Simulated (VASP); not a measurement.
# Ge (Imma) in VASP: single point with PBE

Aim: the single point of Ge with PBE.

Everything below comes from runs of VASP 6.6.1. Logs are shortened: lines on timing, memory, paths and dates and some standing lists are left out, and cuts for length are marked.

## Step 1: The cell of the first run

It takes space group Imma (No. 74, orthorhombic). Conventional cell: a = 4.000 Å, b = 4.000 Å, c = 5.658 Å, α = 90.00°, β = 90.00°, γ = 90.00°. Ge (site symmetry mm2) has 4 Ge at 2.34 to 2.57 Å within 3.1 Å.

## Step 2: Single point, PBE (atom 1 (Ge) moved by (-0.200, +0.000) A along x and z)

The input, INCAR:

```
  PREC = Accurate
  ENCUT = 500
  EDIFF = 1E-6
  ISMEAR = 0
  SIGMA = 0.15
  LREAL = False
  LASPH = True
  NELM = 120
  ALGO = Normal
  ISIF = 2
  LWAVE = False
  LCHARG = False
  GGA = PE
  NBANDS = 21
  GGA_COMPAT = False
```

The input, KPOINTS:

```
regular mesh
0
Gamma
  14 14 14
```

The input, POSCAR:

```
Ge
1.0
    0.0000000000      2.8287700000      2.8287700000
    2.8287700000      0.0000000000      2.8287700000
    2.8287700000      2.8287700000      0.0000000000
Ge
2
Direct
    0.5353510536      0.4646489464      0.4646489464
    0.7500000000      0.7500000000      0.7500000000
```

Potentials or basis: VASP PAW PBE potentials, release 64 (Ge_d).

Started as:

```bash
$ cat potpaw_PBE.64/Ge_d/POTCAR > POTCAR
$ mpirun -np 1 vasp_std > vasp.out
```

OUTCAR:

```text
PREC = Accurate
   ENCUT = 500
   EDIFF = 1E-6
   ISMEAR = 0
   LREAL = False
   LASPH = True
   NELM = 120
   ISIF = 2
   GGA = PE

 ion  position               nearest neighbor table
   1  0.535  0.465  0.465-   2 2.34   2 2.34   2 2.57   2 2.57
   2  0.750  0.750  0.750-   1 2.34   1 2.34   1 2.57   1 2.57

  LATTYP: Found a face centered cubic cell.
 ALAT       =     5.6575400000

  Lattice vectors:

 A1 = (   0.0000000000,   2.8287700000,   2.8287700000)
 A2 = (   2.8287700000,   0.0000000000,   2.8287700000)
 A3 = (   2.8287700000,   2.8287700000,   0.0000000000)

Analysis of symmetry for initial positions (statically):
=====================================================================
 Subroutine PRICEL returns:
 Original cell was already a primitive cell.

 Routine SETGRP: Setting up the symmetry group for a
 face centered cubic supercell.

 Subroutine GETGRP returns: Found  8 space group operations
 (whereof  4 operations were pure point group operations)
 out of a pool of 48 trial point group operations.

The static configuration has the point symmetry C_2v.
 The point group associated with its full space group is D_2h.

Analysis of symmetry for dynamics (positions and initial velocities):
=====================================================================
 Subroutine PRICEL returns:
 Original cell was already a primitive cell.

 Routine SETGRP: Setting up the symmetry group for a
 face centered cubic supercell.

 Subroutine GETGRP returns: Found  8 space group operations
 (whereof  4 operations were pure point group operations)
 out of a pool of 48 trial point group operations.

The dynamic configuration has the point symmetry C_2v.
 The point group associated with its full space group is D_2h.

 Subroutine INISYM returns: Found  8 space group operations
 (whereof  4 operations are pure point group operations),
 and found     1 'primitive' translations

----------------------------------------------------------------------------------------

                                     Primitive cell

  volume of cell :      45.2713

  direct lattice vectors                    reciprocal lattice vectors
     0.000000000  2.828770000  2.828770000    -0.176755268  0.176755268  0.176755268
     2.828770000  0.000000000  2.828770000     0.176755268 -0.176755268  0.176755268
     2.828770000  2.828770000  0.000000000     0.176755268  0.176755268 -0.176755268

  length of vectors
     4.000484899  4.000484899  4.000484899     0.306149105  0.306149105  0.306149105

  position of ions in fractional coordinates (direct lattice)
     0.535351054  0.464648946  0.464648946
     0.750000000  0.750000000  0.750000000

  ion indices of the primitive-cell ions
   primitive index   ion index
                 1           1
                 2           2

----------------------------------------------------------------------------------------

 KPOINTS: regular mesh

Automatic generation of k-mesh.
 Grid dimensions read from file:
 generate k-points for:   14   14   14

 Generating k-lattice:

  Cartesian coordinates                     Fractional coordinates (reciprocal lattice)
    -0.012625376  0.012625376  0.012625376     0.071428571  0.000000000  0.000000000
     0.012625376 -0.012625376  0.012625376     0.000000000  0.071428571  0.000000000
     0.012625376  0.012625376 -0.012625376     0.000000000  0.000000000  0.071428571

  Length of vectors
     0.021867793  0.021867793  0.021867793

  Shift w.r.t. Gamma in fractional coordinates (k-lattice)
     0.000000000  0.000000000  0.000000000

 Subroutine IBZKPT returns following result:
 ===========================================

 Found    428 irreducible k-points:

 Following reciprocal coordinates:
            Coordinates               Weight
  0.000000  0.000000  0.000000      1.000000
  0.071429  0.000000  0.000000      4.000000
  0.000000  0.071429  0.000000      4.000000
  0.142857  0.000000  0.000000      4.000000
  0.000000  0.142857  0.000000      4.000000
  0.214286  0.000000  0.000000      4.000000
[... 16 lines left out ...]
  0.000000  0.214286  0.071429      4.000000
  0.071429  0.000000  0.214286      8.000000
 [... further k-points ...]
   k-points           NKPTS =    428   k-points in BZ     NKDIM =    428   number of bands    NBANDS=     21
   number of dos      NEDOS =    301   number of ions     NIONS =      2
   total plane-waves  NPLWV =  27000
   dimension x,y,z NGX =    30 NGY =   30 NGZ =   30
   dimension x,y,z NGXF=    60 NGYF=   60 NGZF=   60
   ions per type =               2
   NGX,Y,Z   is equivalent  to a cutoff of  12.47, 12.47, 12.47 a.u.
   NGXF,Y,Z  is equivalent  to a cutoff of  24.93, 24.93, 24.93 a.u.
 SYSTEM =  unknown system
   PREC   = accura    normal or accurate (medium, high low for compatibility)
   ISTART =      0    job   : 0-new  1-cont  2-samecut
   ICHARG =      2    charge: 1-file 2-atom 10-const
   ISPIN  =      1    spin polarized calculation?
   LNONCOLLINEAR =      F non collinear calculations
   LSORBIT =      F    spin-orbit coupling
   LASPH  =      T    aspherical Exc in radial PAW
   ENCUT  =  500.0 eV  36.75 Ry    6.06 a.u.   7.29  7.29  7.29*2*pi/ulx,y,z
   NELM   =    120;   NELMIN=  2; NELMDL= -5     # of ELM steps
   EDIFF  = 0.1E-05   stopping-criterion for ELM
   LREAL  =      F    real-space projection
   EDIFFG = 0.1E-04   stopping-criterion for IOM
   NSW    =      0    number of steps for IOM
   IBRION =     -1    ionic relax: 0-MD 1-quasi-New 2-CG
   NFREE  =      0    steps in history (QN), initial steepest desc. (CG)
   ISIF   =      2    stress and relaxation
   ISYM   =      2    0-nonsym 1-usesym 2-fastsym
   POTIM  = 0.5000    time-step for ionic-motion
   TEBEG  =    0.0;   TEEND  =   0.0 temperature during run
   PSTRESS=    0.0 pullay stress
   NELECT =      28.0000    total number of electrons
   NUPDOWN=      -1.0000    fix difference up-down
   EMIN   =  10.00;   EMAX   =-10.00  energy-range for DOS
   EFERMI =   0.00;   METHOD = LEGACY
   ISMEAR =     0;   SIGMA  =   0.15  broadening in eV -4-tet -1-fermi 0-gaus
   EFERMI_NEDOS =   21; number of points for ismear=-14 and -15
   IALGO  =     38    algorithm
   IMIX   =      4    mixing-type and parameters
     AMIX     =   0.40;   BMIX     =  1.00
     AMIX_MAG =   1.60;   BMIX_MAG =  1.00
  volume/ion in A,a.u.               =      22.64       152.75
  Fermi-wavevector in a.u.,A,eV,Ry     =   1.394825  2.635838 26.470653  1.945538
  Thomas-Fermi vector in A             =   2.518337
   LORBIT       =      0    0 simple, 1 ext, 2 COOP (PROOUT), +10 PAW based schemes
   GGA     = PE    functional components
   LHFCALC =     F    Hartree Fock is set to
   AEXX    =    0.0000 exact exchange contribution
   IVDW    =     0    specifies the selected vdW correction
   LEPSILON=     F    determine dielectric tensor
   LRPA    =     F    only Hartree local field effects (RPA)
 non-spin polarized calculation
 Gauss-broadening in eV      SIGMA  =   0.15
  energy-cutoff  :      500.00
  volume of cell :       45.27
 maximum number of plane-waves:      1173
 NGX is ok and might be reduce to    30
   NGX = 15   NGY = 15   NGZ = 15

 number of electron      28.0000020 magnetization

 Free energy of the ion-electron system (eV)
  ---------------------------------------------------
  ext. energy  EPLUGINS =         0.00000000
  ---------------------------------------------------
  free energy    TOTEN  =        -8.78604222 eV

  energy without entropy =       -8.78470695  energy(sigma->0) =       -8.78537458

 E-fermi :   5.2406     XC(G=0):  -9.9340

 val. band max:        5.2331033175   @ k =   0.0000   0.0714   0.0714
 cond. band min:       5.2417631629   @ k =  -0.0714   0.0714   0.0000
 fundamental gap:      0.0086598454
 Fermi energy:         5.2405629936

 k-point     1 :       0.0000    0.0000    0.0000
  band No.  band energies     occupation
      1     -19.9098      2.00000
      2     -19.8994      2.00000
      3     -19.8484      2.00000
      4     -19.8329      2.00000
      5     -19.8281      2.00000
      6     -19.6523      2.00000
[... 13 lines left out ...]
     20      14.4509      0.00000
     21      14.5448      0.00000

 k-point     2 :       0.0714    0.0000    0.0000
  band No.  band energies     occupation
      1     -19.9113      2.00000
      2     -19.8996      2.00000
      3     -19.8464      2.00000
      4     -19.8308      2.00000
      5     -19.8271      2.00000
      6     -19.6534      2.00000
[... 13 lines left out ...]
     20      14.0623      0.00000
     21      14.0974      0.00000

 k-point     3 :       0.0000    0.0714    0.0000
  band No.  band energies     occupation
      1     -19.9149      2.00000
      2     -19.9019      2.00000
      3     -19.8536      2.00000
      4     -19.8267      2.00000
      5     -19.8212      2.00000
      6     -19.6550      2.00000
[... 13 lines left out ...]
     20      13.8777      0.00000
     21      14.0529      0.00000

 k-point     4 :       0.1429    0.0000    0.0000
  band No.  band energies     occupation
      1     -19.9146      2.00000
      2     -19.8997      2.00000
      3     -19.8413      2.00000
      4     -19.8266      2.00000
      5     -19.8228      2.00000
      6     -19.6569      2.00000
[... 13 lines left out ...]
     20      13.5350      0.00000
     21      13.6877      0.00000

 k-point     5 :       0.0000    0.1429    0.0000
  band No.  band energies     occupation
      1     -19.9267      2.00000
      2     -19.9075      2.00000
      3     -19.8610      2.00000
      4     -19.8131      2.00000
      5     -19.8091      2.00000
      6     -19.6613      2.00000
[... 13 lines left out ...]
     20      13.3211      0.00000
     21      13.4629      0.00000
[... 382 lines left out ...]
     20      12.9595      0.00000
     21      14.2982      0.00000

 k-point    22 :       0.2143    0.0714    0.0000
  band No.  band energies     occupation
      1     -19.9224      2.00000
      2     -19.9012      2.00000
      3     -19.8428      2.00000
      4     -19.8163      2.00000
      5     -19.8091      2.00000
      6     -19.6712      2.00000
[... 13 lines left out ...]
     20      13.3446      0.00000
     21      14.2696      0.00000

 k-point    23 :       0.0000    0.2143    0.0714
  band No.  band energies     occupation
      1     -19.9327      2.00000
      2     -19.9027      2.00000
      3     -19.8565      2.00000
      4     -19.8136      2.00000
      5     -19.8039      2.00000
      6     -19.6598      2.00000
[... 13 lines left out ...]
     20      13.6162      0.00000
     21      13.8597      0.00000

 k-point    24 :       0.0714    0.0000    0.2143
  band No.  band energies     occupation
      1     -19.9366      2.00000
      2     -19.9183      2.00000
      3     -19.8671      2.00000
      4     -19.8020      2.00000
      5     -19.7917      2.00000
      6     -19.6771      2.00000
[... 13 lines left out ...]
     20      13.2224      0.00000
     21      13.8228      0.00000

 [... further k-points ...]

------------------------ aborting loop because EDIFF is reached ----------------------------------------

  FORCE on cell =-STRESS in cart. coord.  units (eV):
  Direction    XX          YY          ZZ          XY          YZ          ZX
  --------------------------------------------------------------------------------------
  -------------------------------------------------------------------------------------
  Total        0.9779237      1.5323840      1.5323840     -0.0000000     -1.9228442      0.0000000
  in kB       34.6092880     54.2319577     54.2319577     -0.0000000    -68.0505714      0.0000000
  external PRESSURE =      47.6910678 kB  Pullay stress =       0.0000000 kB

 VOLUME and BASIS-vectors are now :
 -----------------------------------------------------------------------------
  energy-cutoff  :      500.00
  volume of cell :       45.27
      direct lattice vectors                 reciprocal lattice vectors
     0.000000000  2.828770000  2.828770000    -0.176755268  0.176755268  0.176755268
     2.828770000  0.000000000  2.828770000     0.176755268 -0.176755268  0.176755268
     2.828770000  2.828770000  0.000000000     0.176755268  0.176755268 -0.176755268

 POSITION                                       TOTAL-FORCE (eV/Angst)
 -----------------------------------------------------------------------------------
      2.62877      2.82877      2.82877         2.180411     -0.000000     -0.000000
      4.24315      4.24315      4.24315        -2.180411      0.000000      0.000000
 -----------------------------------------------------------------------------------
    total drift:                               -0.000123      0.000000      0.000000

  FREE ENERGIE OF THE ION-ELECTRON SYSTEM (eV)
  ---------------------------------------------------
  free  energy   TOTEN  =        -8.7860422164 eV

  energy  without entropy=       -8.7847069518  energy(sigma->0) =       -8.78537458
```

It took 7.1 min on 1 thread of Oxide Virtual Turin-like, shared host; peak memory 0.37 GiB.

What came out:

```
Free energy            : -8.7860 eV
Pressure               : 4.8 GPa
Largest force          : 2.180 eV/Å
Band gap on the k mesh : zero (bands 14 and 15 overlap by 0.89 eV)
```

Forces on the atoms (eV/Å):
```
Ge   2.180  0.000  0.000
Ge  -2.180  0.000  0.000
```

Levels at points of the mesh, in eV from the Fermi level:
| k point | band 11 | band 12 | band 13 | band 14 | band 15 | band 16 | band 17 | band 18 |
| --- | --- | --- | --- | --- | --- | --- | --- | --- |
| (0.00, 0.00, 0.00) | -13.07 | -1.18 | -0.22 | -0.14 | 0.68 | 1.60 | 2.19 | 3.03 |
| (0.50, 0.00, 0.00) | -11.23 | -7.29 | -2.26 | -1.14 | -0.38 | 2.65 | 4.03 | 6.67 |
| (0.00, 0.50, 0.00) | -10.74 | -8.44 | -2.00 | -1.14 | 0.20 | 2.95 | 4.33 | 7.00 |
| (0.50, 0.50, 0.00) | -9.22 | -9.22 | -3.26 | -3.26 | 0.44 | 0.44 | 9.34 | 9.34 |
| (0.00, 0.50, 0.50) | -9.83 | -8.42 | -3.67 | -3.09 | -0.09 | 1.04 | 8.85 | 9.75 |

Caveat: the cell differs from its parent crystal (atom 1 (Ge) moved by (-0.200, +0.000) A along x and z); the cell stands under pressure; forces of over 1 eV/Å act on the atoms, so gaps and moduli don't describe the material at rest.
